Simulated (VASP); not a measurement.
# Sn (Fd-3m) in VASP: notebook

Runs on Sn. Level: PBE. Tasks: single point, relaxation of cell and atoms.

All numbers are computed with VASP 6.6.1; they aren't measurements. Logs are shortened: lines on timing, memory, paths and dates and some standing lists are left out, and cuts for length are marked.

## (1) The cell of the first run

Symmetry: Fd-3m, No. 227, cubic system. The conventional cell has a = 6.869 Å, b = 6.869 Å, c = 6.869 Å, α = 90.00°, β = 90.00°, γ = 90.00°. Within 3.9 Å of Sn (site symmetry -43m) lie 4 Sn at 2.97 Å.

This isn't the form of Sn at room conditions, which is tetragonal (white tin).

## (2) Single point, PBE (40.52 Å³/atom)

File INCAR:

```
SYSTEM = Sn
ALGO = Normal
EDIFF = 1E-6
ENCUT = 520
GGA = PE
ISIF = 2
ISMEAR = 0
LASPH = .True.
LCHARG = .False.
LREAL = .False.
LWAVE = .False.
NBANDS = 21
NELM = 100
PREC = Accurate
SIGMA = 0.1
```

File KPOINTS:

```
k-points
0
Gamma
  12 12 12
  0 0 0
```

File POSCAR:

```
Sn
1.0
    0.0000000000      3.4347311809      3.4347311809
    3.4347311809      0.0000000000      3.4347311809
    3.4347311809      3.4347311809      0.0000000000
Sn
2
Direct
    0.0000000000      0.0000000000      0.0000000000
    0.2500000000      0.2500000000      0.2500000000
```

Potentials or basis: VASP PAW PBE potentials, release 64 (Sn_d).

The run is started by

```bash
$ cat potpaw_PBE.64/Sn_d/POTCAR > POTCAR
$ mpirun -np 1 vasp_std > vasp.out
```

OUTCAR:

```text
SYSTEM = Sn
   EDIFF = 1E-6
   ENCUT = 520
   GGA = PE
   ISIF = 2
   ISMEAR = 0
   LASPH = .True.
   LREAL = .False.
   NELM = 100
   PREC = Accurate

 ion  position               nearest neighbor table
   1  0.000  0.000  0.000-   2 2.97   2 2.97   2 2.97   2 2.97
   2  0.250  0.250  0.250-   1 2.97   1 2.97   1 2.97   1 2.97

  LATTYP: Found a face centered cubic cell.
 ALAT       =     6.8694623618

  Lattice vectors:

 A1 = (   0.0000000000,   3.4347311809,   3.4347311809)
 A2 = (   3.4347311809,   0.0000000000,   3.4347311809)
 A3 = (   3.4347311809,   3.4347311809,   0.0000000000)

Analysis of symmetry for initial positions (statically):
=====================================================================
 Subroutine PRICEL returns:
 Original cell was already a primitive cell.

 Routine SETGRP: Setting up the symmetry group for a
 face centered cubic supercell.

 Subroutine GETGRP returns: Found 48 space group operations
 (whereof 24 operations were pure point group operations)
 out of a pool of 48 trial point group operations.

The static configuration has the point symmetry T_d .
 The point group associated with its full space group is O_h .

Analysis of symmetry for dynamics (positions and initial velocities):
=====================================================================
 Subroutine PRICEL returns:
 Original cell was already a primitive cell.

 Routine SETGRP: Setting up the symmetry group for a
 face centered cubic supercell.

 Subroutine GETGRP returns: Found 48 space group operations
 (whereof 24 operations were pure point group operations)
 out of a pool of 48 trial point group operations.

The dynamic configuration has the point symmetry T_d .
 The point group associated with its full space group is O_h .

 Subroutine INISYM returns: Found 48 space group operations
 (whereof 24 operations are pure point group operations),
 and found     1 'primitive' translations

----------------------------------------------------------------------------------------

                                     Primitive cell

  volume of cell :      81.0416

  direct lattice vectors                    reciprocal lattice vectors
     0.000000000  3.434731181  3.434731181    -0.145571800  0.145571800  0.145571800
     3.434731181  0.000000000  3.434731181     0.145571800 -0.145571800  0.145571800
     3.434731181  3.434731181  0.000000000     0.145571800  0.145571800 -0.145571800

  length of vectors
     4.857443419  4.857443419  4.857443419     0.252137753  0.252137753  0.252137753

  position of ions in fractional coordinates (direct lattice)
     0.000000000  0.000000000  0.000000000
     0.250000000  0.250000000  0.250000000

  ion indices of the primitive-cell ions
   primitive index   ion index
                 1           1
                 2           2

----------------------------------------------------------------------------------------

 KPOINTS: k-points

Automatic generation of k-mesh.
 Grid dimensions read from file:
 generate k-points for:   12   12   12

 Generating k-lattice:

  Cartesian coordinates                     Fractional coordinates (reciprocal lattice)
    -0.012130983  0.012130983  0.012130983     0.083333333  0.000000000  0.000000000
     0.012130983 -0.012130983  0.012130983     0.000000000  0.083333333  0.000000000
     0.012130983  0.012130983 -0.012130983     0.000000000  0.000000000  0.083333333

  Length of vectors
     0.021011479  0.021011479  0.021011479

  Shift w.r.t. Gamma in fractional coordinates (k-lattice)
     0.000000000  0.000000000  0.000000000

 Subroutine IBZKPT returns following result:
 ===========================================

 Found     72 irreducible k-points:

 Following reciprocal coordinates:
            Coordinates               Weight
  0.000000  0.000000  0.000000      1.000000
  0.083333  0.000000  0.000000      8.000000
  0.166667  0.000000  0.000000      8.000000
  0.250000  0.000000  0.000000      8.000000
  0.333333  0.000000  0.000000      8.000000
  0.416667  0.000000  0.000000      8.000000
[... 16 lines left out ...]
  0.500000  0.166667  0.000000     24.000000
 -0.416667  0.166667  0.000000     24.000000
 [... further k-points ...]
   k-points           NKPTS =     72   k-points in BZ     NKDIM =     72   number of bands    NBANDS=     21
   number of dos      NEDOS =    301   number of ions     NIONS =      2
   total plane-waves  NPLWV =  46656
   dimension x,y,z NGX =    36 NGY =   36 NGZ =   36
   dimension x,y,z NGXF=    72 NGYF=   72 NGZF=   72
   ions per type =               2
   NGX,Y,Z   is equivalent  to a cutoff of  12.32, 12.32, 12.32 a.u.
   NGXF,Y,Z  is equivalent  to a cutoff of  24.64, 24.64, 24.64 a.u.
 SYSTEM =  Sn
   PREC   = accura    normal or accurate (medium, high low for compatibility)
   ISTART =      0    job   : 0-new  1-cont  2-samecut
   ICHARG =      2    charge: 1-file 2-atom 10-const
   ISPIN  =      1    spin polarized calculation?
   LNONCOLLINEAR =      F non collinear calculations
   LSORBIT =      F    spin-orbit coupling
   LASPH  =      T    aspherical Exc in radial PAW
   ENCUT  =  520.0 eV  38.22 Ry    6.18 a.u.   9.03  9.03  9.03*2*pi/ulx,y,z
   NELM   =    100;   NELMIN=  2; NELMDL= -5     # of ELM steps
   EDIFF  = 0.1E-05   stopping-criterion for ELM
   LREAL  =      F    real-space projection
   EDIFFG = 0.1E-04   stopping-criterion for IOM
   NSW    =      0    number of steps for IOM
   IBRION =     -1    ionic relax: 0-MD 1-quasi-New 2-CG
   NFREE  =      0    steps in history (QN), initial steepest desc. (CG)
   ISIF   =      2    stress and relaxation
   ISYM   =      2    0-nonsym 1-usesym 2-fastsym
   POTIM  = 0.5000    time-step for ionic-motion
   TEBEG  =    0.0;   TEEND  =   0.0 temperature during run
   PSTRESS=    0.0 pullay stress
   NELECT =      28.0000    total number of electrons
   NUPDOWN=      -1.0000    fix difference up-down
   EMIN   =  10.00;   EMAX   =-10.00  energy-range for DOS
   EFERMI =   0.00;   METHOD = LEGACY
   ISMEAR =     0;   SIGMA  =   0.10  broadening in eV -4-tet -1-fermi 0-gaus
   EFERMI_NEDOS =   21; number of points for ismear=-14 and -15
   IALGO  =     38    algorithm
   IMIX   =      4    mixing-type and parameters
     AMIX     =   0.40;   BMIX     =  1.00
     AMIX_MAG =   1.60;   BMIX_MAG =  1.00
  volume/ion in A,a.u.               =      40.52       273.45
  Fermi-wavevector in a.u.,A,eV,Ry     =   1.148748  2.170819 17.954546  1.319622
  Thomas-Fermi vector in A             =   2.285421
   LORBIT       =      0    0 simple, 1 ext, 2 COOP (PROOUT), +10 PAW based schemes
   GGA     = PE    functional components
   LHFCALC =     F    Hartree Fock is set to
   AEXX    =    0.0000 exact exchange contribution
   IVDW    =     0    specifies the selected vdW correction
   LEPSILON=     F    determine dielectric tensor
   LRPA    =     F    only Hartree local field effects (RPA)
 non-spin polarized calculation
 Gauss-broadening in eV      SIGMA  =   0.10
  energy-cutoff  :      520.00
  volume of cell :       81.04
 maximum number of plane-waves:      2202
   NGX = 19   NGY = 19   NGZ = 19

 number of electron      27.9999981 magnetization

 Free energy of the ion-electron system (eV)
  ---------------------------------------------------
  ext. energy  EPLUGINS =         0.00000000
  ---------------------------------------------------
  free energy    TOTEN  =        -7.62550716 eV

  energy without entropy =       -7.62430171  energy(sigma->0) =       -7.62490444

 E-fermi :   3.9488     XC(G=0):  -8.1529

 val. band max:        3.8684565394   @ k =   0.3333   0.0000   0.0000
 cond. band min:       3.9631501961   @ k =  -0.0833   0.0833   0.0000
 fundamental gap:      0.0946936568
 Fermi energy:         3.9488423528

 k-point     1 :       0.0000    0.0000    0.0000
  band No.  band energies     occupation
      1     -17.4382      2.00000
      2     -17.4382      2.00000
      3     -17.4382      2.00000
      4     -17.3989      2.00000
      5     -17.3989      2.00000
      6     -17.2089      2.00000
[... 13 lines left out ...]
     20      11.5616      0.00000
     21      11.5616      0.00000

 k-point     2 :       0.0833    0.0000    0.0000
  band No.  band energies     occupation
      1     -17.4415      2.00000
      2     -17.4415      2.00000
      3     -17.4370      2.00000
      4     -17.3945      2.00000
      5     -17.3945      2.00000
      6     -17.2183      2.00000
[... 13 lines left out ...]
     20      11.1324      0.00000
     21      11.1324      0.00000

 k-point     3 :       0.1667    0.0000    0.0000
  band No.  band energies     occupation
      1     -17.4480      2.00000
      2     -17.4480      2.00000
      3     -17.4338      2.00000
      4     -17.3850      2.00000
      5     -17.3850      2.00000
      6     -17.2290      2.00000
[... 13 lines left out ...]
     20      10.7466      0.00000
     21      10.7466      0.00000

 k-point     4 :       0.2500    0.0000    0.0000
  band No.  band energies     occupation
      1     -17.4539      2.00000
      2     -17.4539      2.00000
      3     -17.4292      2.00000
      4     -17.3752      2.00000
      5     -17.3752      2.00000
      6     -17.2383      2.00000
[... 13 lines left out ...]
     20      10.6963      0.00000
     21      10.6963      0.00000

 k-point     5 :       0.3333    0.0000    0.0000
  band No.  band energies     occupation
      1     -17.4581      2.00000
      2     -17.4581      2.00000
      3     -17.4244      2.00000
      4     -17.3675      2.00000
      5     -17.3675      2.00000
      6     -17.2449      2.00000
[... 13 lines left out ...]
     20      11.0457      0.00000
     21      11.0457      0.00000
[... 382 lines left out ...]
     20      11.3031      0.00000
     21      11.9433      0.00000

 k-point    22 :       0.4167    0.1667    0.0000
  band No.  band energies     occupation
      1     -17.4709      2.00000
      2     -17.4615      2.00000
      3     -17.4127      2.00000
      4     -17.3591      2.00000
      5     -17.3420      2.00000
      6     -17.2808      2.00000
[... 13 lines left out ...]
     20      11.4724      0.00000
     21      12.3901      0.00000

 k-point    23 :       0.5000    0.1667    0.0000
  band No.  band energies     occupation
      1     -17.4748      2.00000
      2     -17.4644      2.00000
      3     -17.4030      2.00000
      4     -17.3512      2.00000
      5     -17.3441      2.00000
      6     -17.2762      2.00000
[... 13 lines left out ...]
     20      11.8886      0.00000
     21      12.3621      0.00000

 k-point    24 :      -0.4167    0.1667    0.0000
  band No.  band energies     occupation
      1     -17.4753      2.00000
      2     -17.4660      2.00000
      3     -17.3985      2.00000
      4     -17.3514      2.00000
      5     -17.3460      2.00000
      6     -17.2653      2.00000
[... 13 lines left out ...]
     20      11.4555      0.00000
     21      11.6518      0.00000

 [... further k-points ...]
[... 5 lines left out ...]
  --------------------------------------------------------------------------------------
  -------------------------------------------------------------------------------------
  Total       -1.3842753     -1.3842753     -1.3842753     -0.0000000      0.0000000     -0.0000000
  in kB      -27.3668495    -27.3668495    -27.3668495     -0.0000000      0.0000000     -0.0000000
  external PRESSURE =     -27.3668495 kB  Pullay stress =       0.0000000 kB

 VOLUME and BASIS-vectors are now :
 -----------------------------------------------------------------------------
  energy-cutoff  :      520.00
  volume of cell :       81.04
      direct lattice vectors                 reciprocal lattice vectors
     0.000000000  3.434731181  3.434731181    -0.145571800  0.145571800  0.145571800
     3.434731181  0.000000000  3.434731181     0.145571800 -0.145571800  0.145571800
     3.434731181  3.434731181  0.000000000     0.145571800  0.145571800 -0.145571800

 POSITION                                       TOTAL-FORCE (eV/Angst)
 -----------------------------------------------------------------------------------
      0.00000      0.00000      0.00000         0.000000      0.000000     -0.000000
      1.71737      1.71737      1.71737        -0.000000     -0.000000      0.000000
 -----------------------------------------------------------------------------------
    total drift:                                0.000000      0.000000      0.000000

  FREE ENERGIE OF THE ION-ELECTRON SYSTEM (eV)
  ---------------------------------------------------
  free  energy   TOTEN  =        -7.6255071616 eV

  energy  without entropy=       -7.6243017092  energy(sigma->0) =       -7.62490444
```

Wall time 92 s (1 thread of Intel Xeon 6975P-C (Granite Rapids), shared host); peak memory 0.25 GiB.

What came out:

- Free energy: -7.6255 eV
- Pressure: -2.7 GPa
- Band gap on the k mesh: zero (bands 14 and 15 overlap by 0.38 eV)

Caveat: spin-orbit coupling is left out, which moves the levels of the heavy elements.

## (3) Relaxation of cell and atoms, PBE

This run uses another cell than the first one, of 36.84 Å³/atom.

File INCAR:

```
PREC = Accurate ; ENCUT = 600
EDIFF = 1E-7 ; ISMEAR = 0
SIGMA = 0.1 ; LREAL = False
LASPH = True ; NELM = 80
ALGO = Fast ; ISIF = 3
LWAVE = False ; LCHARG = False
GGA = PE ; IBRION = 2
NSW = 100 ; EDIFFG = -0.005
```

File KPOINTS:

```
regular mesh
0
Gamma
  12 12 12
```

File POSCAR:

```
Sn
1.0
    0.0000000000      3.3273247537      3.3273247537
    3.3273247537      0.0000000000      3.3273247537
    3.3273247537      3.3273247537      0.0000000000
Sn
2
Direct
    0.0000000000      0.0000000000      0.0000000000
    0.2500000000      0.2500000000      0.2500000000
```

Potentials or basis: VASP PAW PBE potentials, release 64 (Sn_d).

The run is started by

```bash
$ cat potpaw_PBE.64/Sn_d/POTCAR > POTCAR
$ mpirun -np 1 vasp_std > vasp.out
```

Wall time 2.7 min (1 thread of Intel Xeon 6975P-C (Granite Rapids), shared host); peak memory 0.29 GiB.

The run converged. Its results:

| Property | Result |
| --- | --- |
| Free energy | -7.6933 eV |
| Pressure after relaxing | 0.0 GPa |
| Band gap on the k mesh | zero (bands 14 and 15 overlap by 0.23 eV) |

Final structure:
```
Sn
1.0
     0.00000    3.32732    3.32732
     3.32732    0.00000    3.32732
     3.32732    3.32732    0.00000
Sn
2
Direct
  0.00000 0.00000 0.00000
  0.25000 0.25000 0.25000
```

Levels at points of the mesh, in eV from the Fermi level:
| k point | band 12 | band 13 | band 14 | band 15 | band 16 | band 17 |
| --- | --- | --- | --- | --- | --- | --- |
| (0.00, 0.00, 0.00) | -1.13 | 0.11 | 0.11 | 0.11 | 2.17 | 2.17 |
| (0.50, 0.00, 0.00) | -6.01 | -0.98 | -0.98 | -0.12 | 3.22 | 3.22 |
| (0.50, 0.50, 0.00) | -7.25 | -2.20 | -2.20 | 0.92 | 0.92 | 7.28 |

Caveat: the relaxation stopped at its first step, so nothing moved; spin-orbit coupling is left out, which moves the levels of the heavy elements.

The gap in the log of VASP goes by the Fermi energy; the results here count the filled bands.